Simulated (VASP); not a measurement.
# Si7Ge: single point with PBEsol

Crystal: Si7Ge.

```
Si Ge
1.0
     5.57143    0.00000    0.00000
     0.00000    5.57143    0.00000
     0.00000    0.00000    5.79985
Si Ge
7 1
Direct
  0.25260 0.25260 0.25260
  0.00000 0.50000 0.50000
  0.50000 0.50000 0.00000
  0.50000 0.00000 0.50000
  0.74740 0.25260 0.74740
  0.74740 0.74740 0.25260
  0.25260 0.74740 0.74740
  0.00000 0.00000 0.00000
```

```json
{
  "Program": "VASP 6.6.1",
  "Task": "single point",
  "Functional": "PBEsol",
  "Potentials or basis": "VASP PAW PBE potentials, release 64 (Si, Ge_d)",
  "Cutoff": "520 eV",
  "k mesh": "8 × 8 × 8",
  "Occupations": "gaussian, width 0.03 eV",
  "Spin": "no spin polarisation",
  "Dipole correction": "no",
  "Further INCAR settings": "ALGO = Normal; EDIFF = 1e-07; NBANDS = 31"
}
```

The pressure is -7.3 GPa, the largest force is 0.008 eV/Å and the band gap on the k mesh is 0.33 eV.

Forces on the atoms (eV/Å):
```
Si   0.006  0.006 -0.001
Si   0.000  0.000  0.000
Si   0.000  0.000  0.000
Si   0.000  0.000  0.000
Si  -0.006  0.006  0.001
Si  -0.006 -0.006 -0.001
Si   0.006 -0.006  0.001
Ge   0.000  0.000  0.000
```

Stress tensor (GPa, compression positive):
```
-6.05  0.00  0.00
 0.00 -6.05  0.00
 0.00  0.00 -9.84
```

Levels at points of the mesh, in eV from the valence-band top:
```csv
k point,band 18,band 19,band 20,band 21,band 22,band 23,band 24,band 25
"(0.00, 0.00, 0.00)",-2.54,-0.28,0.00,0.00,0.33,0.63,0.63,0.70
"(0.50, 0.00, 0.00)",-1.99,-1.94,-1.85,-1.80,0.83,0.99,2.84,2.85
"(0.50, 0.50, 0.00)",-1.26,-1.16,-1.07,-1.07,2.29,2.29,2.30,2.56
"(0.00, 0.00, 0.50)",-1.74,-1.74,-1.61,-1.61,1.13,1.30,2.82,2.85
"(0.50, 0.00, 0.50)",-1.55,-1.44,-1.37,-1.36,1.94,1.95,1.97,2.20
"(0.50, 0.50, 0.50)",-1.15,-1.10,-0.96,-0.96,0.51,0.88,0.94,0.94
```

Wall time 4 min on 1 thread of Intel(R) Xeon(R) Platinum 8488C (Sapphire Rapids), with other jobs on the host, peak memory 0.5 GiB.

Caveat: the cell stands under tension; the PAW data sets were made with another functional, which shifts forces and pressure a little. A k mesh can miss the band edges.
